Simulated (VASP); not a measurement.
## HfO2: single point with PBEsol

The system is HfO2.

```xyz
6
Lattice="4.7153 0.0000 0.0000 0.0000 4.7153 0.0000 0.0000 0.0000 3.1400" Properties=species:S:1:pos:R:3 pbc="T T T"
Hf    0.0000    0.0000    0.0000
Hf    2.3576    2.3576    1.5700
O     0.9193    3.7960    1.5700
O     1.4384    1.4384    0.0000
O     3.2769    3.2769    0.0000
O     3.7960    0.9193    1.5700
```

* Program: VASP 6.6.1
* Task: single point
* Functional: PBEsol
* Potentials or basis: VASP PAW PBE potentials, release 64 (Hf_pv, O)
* Cutoff: 520 eV
* k mesh: 4 × 4 × 6
* Occupations: gaussian, width 0.01 eV
* Spin: no spin polarisation

* Pressure: 15.6 GPa
* Largest force: 0.185 eV/Å
* Band gap on the k mesh: 4.11 eV, direct

Forces on the atoms (eV/Å):
```
Hf   0.000  0.000  0.000
Hf   0.000  0.000  0.000
O    0.131 -0.131  0.000
O   -0.131 -0.131  0.000
O    0.131  0.131  0.000
O   -0.131  0.131  0.000
```

Stress tensor (GPa, compression positive):
```
14.31  0.00  0.00
 0.00 14.31  0.00
 0.00  0.00 18.10
```

Levels at points of the mesh, in eV from the valence-band top:
| k point | band 19 | band 20 | band 21 | band 22 | band 23 | band 24 | band 25 | band 26 |
| --- | --- | --- | --- | --- | --- | --- | --- | --- |
| (0.00, 0.00, 0.00) | -0.71 | -0.47 | -0.47 | 0.00 | 4.11 | 4.26 | 5.48 | 5.87 |
| (0.50, 0.00, 0.00) | -1.48 | -1.48 | -0.73 | -0.73 | 4.86 | 4.86 | 6.59 | 6.59 |
| (0.50, 0.50, 0.00) | -1.11 | -1.11 | -0.77 | -0.77 | 4.38 | 4.38 | 5.94 | 5.94 |
| (0.00, 0.00, 0.50) | -2.05 | -2.05 | -0.94 | -0.94 | 5.91 | 5.91 | 6.42 | 6.42 |
| (0.50, 0.00, 0.50) | -1.76 | -1.76 | -0.99 | -0.99 | 4.28 | 4.28 | 6.71 | 6.71 |
| (0.50, 0.50, 0.50) | -1.21 | -1.21 | -0.48 | -0.48 | 5.33 | 5.33 | 6.17 | 6.17 |

It took 22 s on 1 thread of Intel(R) Xeon(R) 6975P-C (Granite Rapids), with other jobs on the host, peak memory 0.19 GiB.

Caveat: the PAW data sets were made with another functional, which shifts forces and pressure a little; spin-orbit coupling is left out, which moves the levels of the heavy elements. As with any semilocal functional, this PBEsol gap is likely too small.
